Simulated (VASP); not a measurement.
# Zn in VASP: single point with PBE+D3(BJ)

Aim: the single point of Zn with PBE+D3(BJ).

Program: VASP 6.6.1. These are calculated values, not measurements. Logs are shortened: lines on timing, memory, paths and dates and some standing lists are left out, and cuts for length are marked.

## Step 1: The cell of the first run

The cell holds a molecule in a box, 1 atom: a = 15.000 Å, b = 15.500 Å, c = 16.000 Å, α = 90.00°, β = 90.00°, γ = 90.00°.

## Step 2: Single point, PBE+D3(BJ)

Contents of INCAR:

```
SYSTEM = Zn
ALGO = Normal ; EDIFF = 1E-6
ENCUT = 400 ; GGA = PE
GGA_COMPAT = .FALSE. ; ISIF = 2
ISMEAR = 0 ; ISYM = 0
IVDW = 12 ; LASPH = .TRUE.
LCHARG = .FALSE. ; LREAL = .FALSE.
LWAVE = .FALSE. ; NBANDS = 12
NELM = 120 ; NELMDL = -8
PREC = Accurate ; SIGMA = 0.005
```

Contents of KPOINTS:

```
k-points
0
G
  1 1 1
  0 0 0
```

Contents of POSCAR:

```
Zn
1.0
   15.0000000000      0.0000000000      0.0000000000
    0.0000000000     15.5000000000      0.0000000000
    0.0000000000      0.0000000000     16.0000000000
Zn
1
Direct
    0.5000000000      0.5000000000      0.5000000000
```

Potentials or basis: VASP PAW PBE potentials, release 64 (Zn).

Run with:

```
$ cat potpaw_PBE.64/Zn/POTCAR > POTCAR
$ mpirun -np 1 vasp_gam > vasp.out
```

OUTCAR:

```text
SYSTEM = Zn
   EDIFF = 1E-6
   ENCUT = 400
   GGA = PE
   ISIF = 2
   ISMEAR = 0
   ISYM = 0
   IVDW = 12
   LASPH = .TRUE.
   LREAL = .FALSE.
   NELM = 120
   NELMDL = -8
   PREC = Accurate
 IVDW          = 12

 ion  position               nearest neighbor table
   1  0.500  0.500  0.500-

IMPORTANT INFORMATION: All symmetrisations will be switched off!
NOSYMM: (Re-)initialisation of all symmetry stuff for point group C_1.

----------------------------------------------------------------------------------------

                                     Primitive cell

  volume of cell :    3720.0000

  direct lattice vectors                    reciprocal lattice vectors
    15.000000000  0.000000000  0.000000000     0.066666667  0.000000000  0.000000000
     0.000000000 15.500000000  0.000000000     0.000000000  0.064516129  0.000000000
     0.000000000  0.000000000 16.000000000     0.000000000  0.000000000  0.062500000

  length of vectors
    15.000000000 15.500000000 16.000000000     0.066666667  0.064516129  0.062500000

  position of ions in fractional coordinates (direct lattice)
     0.500000000  0.500000000  0.500000000

  ion indices of the primitive-cell ions
   primitive index   ion index
                 1           1

----------------------------------------------------------------------------------------

 KPOINTS: k-points

Automatic generation of k-mesh.
 Grid dimensions read from file:
 generate k-points for:    1    1    1

 Generating k-lattice:

  Cartesian coordinates                     Fractional coordinates (reciprocal lattice)
     0.066666667  0.000000000  0.000000000     1.000000000  0.000000000  0.000000000
     0.000000000  0.064516129  0.000000000     0.000000000  1.000000000  0.000000000
     0.000000000  0.000000000  0.062500000     0.000000000  0.000000000  1.000000000

  Length of vectors
     0.066666667  0.064516129  0.062500000

  Shift w.r.t. Gamma in fractional coordinates (k-lattice)
     0.000000000  0.000000000  0.000000000

 Subroutine IBZKPT returns following result:
 ===========================================

 Found      1 irreducible k-points:

 Following reciprocal coordinates:
            Coordinates               Weight
  0.000000  0.000000  0.000000      1.000000
   k-points           NKPTS =      1   k-points in BZ     NKDIM =      1   number of bands    NBANDS=     12
   number of dos      NEDOS =    301   number of ions     NIONS =      1
   total plane-waves  NPLWV = ******
   dimension x,y,z NGX =    98 NGY =  108 NGZ =  108
   dimension x,y,z NGXF=   196 NGYF=  216 NGZF=  216
   ions per type =               1
   NGX,Y,Z   is equivalent  to a cutoff of  10.86, 11.58, 11.22 a.u.
   NGXF,Y,Z  is equivalent  to a cutoff of  21.72, 23.17, 22.44 a.u.
 SYSTEM =  Zn
   PREC   = accura    normal or accurate (medium, high low for compatibility)
   ISTART =      0    job   : 0-new  1-cont  2-samecut
   ICHARG =      2    charge: 1-file 2-atom 10-const
   ISPIN  =      1    spin polarized calculation?
   LNONCOLLINEAR =      F non collinear calculations
   LSORBIT =      F    spin-orbit coupling
   LASPH  =      T    aspherical Exc in radial PAW
   ENCUT  =  400.0 eV  29.40 Ry    5.42 a.u.  24.46 25.28 26.09*2*pi/ulx,y,z
   NELM   =    120;   NELMIN=  2; NELMDL= -8     # of ELM steps
   EDIFF  = 0.1E-05   stopping-criterion for ELM
   LREAL  =      F    real-space projection
   EDIFFG = 0.1E-04   stopping-criterion for IOM
   NSW    =      0    number of steps for IOM
   IBRION =     -1    ionic relax: 0-MD 1-quasi-New 2-CG
   NFREE  =      0    steps in history (QN), initial steepest desc. (CG)
   ISIF   =      2    stress and relaxation
   ISYM   =      0    0-nonsym 1-usesym 2-fastsym
   POTIM  = 0.5000    time-step for ionic-motion
   TEBEG  =    0.0;   TEEND  =   0.0 temperature during run
   PSTRESS=    0.0 pullay stress
   NELECT =      12.0000    total number of electrons
   NUPDOWN=      -1.0000    fix difference up-down
   EMIN   =  10.00;   EMAX   =-10.00  energy-range for DOS
   EFERMI =   0.00;   METHOD = LEGACY
   ISMEAR =     0;   SIGMA  =   0.01  broadening in eV -4-tet -1-fermi 0-gaus
   EFERMI_NEDOS =   21; number of points for ismear=-14 and -15
   IALGO  =     38    algorithm
   IMIX   =      4    mixing-type and parameters
     AMIX     =   0.40;   BMIX     =  1.00
     AMIX_MAG =   1.60;   BMIX_MAG =  1.00
  volume/ion in A,a.u.               =    3720.00     25103.80
  Fermi-wavevector in a.u.,A,eV,Ry     =   0.241892  0.457109  0.796098  0.058512
  Thomas-Fermi vector in A             =   1.048732
   LORBIT       =      0    0 simple, 1 ext, 2 COOP (PROOUT), +10 PAW based schemes
   GGA     = PE    functional components
   LHFCALC =     F    Hartree Fock is set to
   AEXX    =    0.0000 exact exchange contribution
   IVDW    =    12    specifies the selected vdW correction
   LEPSILON=     F    determine dielectric tensor
   LRPA    =     F    only Hartree local field effects (RPA)
 non-spin polarized calculation
 Gauss-broadening in eV      SIGMA  =   0.01
  energy-cutoff  :      400.00
  volume of cell :     3720.00
 maximum number of plane-waves:     33758
 NGX is ok and might be reduce to    98
   NGX = 49   NGY = 51   NGZ = 53

 number of electron      12.0000015 magnetization

 Free energy of the ion-electron system (eV)
  ---------------------------------------------------
  ext. energy  EPLUGINS =         0.00000000
  ---------------------------------------------------
  free energy    TOTEN  =        -0.01005024 eV

  energy without entropy =       -0.01005024  energy(sigma->0) =       -0.01005024

 E-fermi :  -5.9008     XC(G=0):  -0.2549

 val. band max:       -5.9484580093   @ k =   0.0000   0.0000   0.0000
 cond. band min:      -1.0808275539   @ k =   0.0000   0.0000   0.0000
 fundamental gap:      4.8676304554
 Fermi energy:        -5.9007828601

 k-point     1 :       0.0000    0.0000    0.0000
  band No.  band energies     occupation
      1     -10.1015      2.00000
      2     -10.1015      2.00000
      3     -10.1015      2.00000
      4     -10.1015      2.00000
      5     -10.1015      2.00000
      6      -5.9485      2.00000
      7      -1.0808      0.00000
      8      -1.0803      0.00000
      9      -1.0796      0.00000
     10      -0.1120      0.00000
     11       0.4983      0.00000
     12       0.5445      0.00000

------------------------ aborting loop because EDIFF is reached ----------------------------------------

 Edisp (eV)   -0.00007

 E8    (eV) :    -0.0000

  FORCE on cell =-STRESS in cart. coord.  units (eV):
  Direction    XX          YY          ZZ          XY          YZ          ZX
  --------------------------------------------------------------------------------------
  -------------------------------------------------------------------------------------
  Total      -0.05800    -0.05936    -0.06092    -0.00000     0.00000    -0.00000
  in kB      -0.02498    -0.02556    -0.02624    -0.00000     0.00000    -0.00000
  external pressure =       -0.03 kB  Pullay stress =        0.00 kB

 VOLUME and BASIS-vectors are now :
 -----------------------------------------------------------------------------
  energy-cutoff  :      400.00
  volume of cell :     3720.00
      direct lattice vectors                 reciprocal lattice vectors
    15.000000000  0.000000000  0.000000000     0.066666667  0.000000000  0.000000000
     0.000000000 15.500000000  0.000000000     0.000000000  0.064516129  0.000000000
     0.000000000  0.000000000 16.000000000     0.000000000  0.000000000  0.062500000

 POSITION                                       TOTAL-FORCE (eV/Angst)
 -----------------------------------------------------------------------------------
      7.50000      7.75000      8.00000         0.000000     -0.000000     -0.000000
 -----------------------------------------------------------------------------------
    total drift:                                0.000000     -0.000000     -0.000000

  FREE ENERGIE OF THE ION-ELECTRON SYSTEM (eV)
  ---------------------------------------------------
  free  energy   TOTEN  =        -0.0101153357 eV

  energy  without entropy=       -0.0101153357  energy(sigma->0) =       -0.01011534
```

It took 75 s on 1 thread of Intel Xeon Platinum 8488C (Sapphire Rapids), shared host; peak memory 1.4 GiB.

Results:

| Item | Value |
| --- | --- |
| Free energy | -0.0101 eV |
| Gap between the frontier levels | 4.87 eV |
| Dispersion energy per atom | 0.000 eV |

Levels at points of the mesh, in eV from the valence-band top:
| k point | band 3 | band 4 | band 5 | band 6 | band 7 | band 8 | band 9 | band 10 |
| --- | --- | --- | --- | --- | --- | --- | --- | --- |
| (0.00, 0.00, 0.00) | -4.15 | -4.15 | -4.15 | 0.00 | 4.87 | 4.87 | 4.87 | 5.84 |
